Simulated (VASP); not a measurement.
Crystal: Ge.

```
CELL_PARAMETERS angstrom
0.00000 3.01680 3.01680
3.01680 0.00000 3.01680
3.01680 3.01680 0.00000
ATOMIC_POSITIONS crystal
Ge 0.00000 0.00000 0.00000
Ge 0.25000 0.25000 0.25000
```

```yaml
Program: VASP 6.6.1
Task: relaxation of cell and atoms
Functional: PBE
Potentials_or_basis: VASP PAW PBE potentials, release 64 (Ge_d)
Cutoff: 600 eV
k_mesh: 12 × 12 × 12
Occupations: gaussian, width 0.1 eV
Spin: no spin polarisation
```

At the start: pressure -5.8 GPa; volume 27.46 Å³/atom.

Q: How do energy, volume and symmetry change on relaxing?

A: Over 6 steps the energy falls by 74.0 meV/atom and the volume is 23.92 Å³/atom (-12.9 %); space group Fd-3m (No. 227, to 0.1 Å) before and after.

The path:
```csv
step,energy change (eV),largest force (eV/Å),pressure (GPa),volume (Å³)
1,0.0000,0.0000,-5.79,54.91
2,-0.1475,0.0000,0.55,47.40
3,-0.1481,0.0000,0.07,47.81
4,-0.1479,0.0000,-0.40,47.95
5,-0.1480,0.0000,-0.32,47.92
6,-0.1480,0.0000,0.01,47.85
```

Final structure:
```xyz
2
Lattice="0.0000 2.8815 2.8815 2.8815 0.0000 2.8815 2.8815 2.8815 0.0000" Properties=species:S:1:pos:R:3 pbc="T T T"
Ge    0.0000    0.0000    0.0000
Ge    1.4407    1.4407    1.4407
```
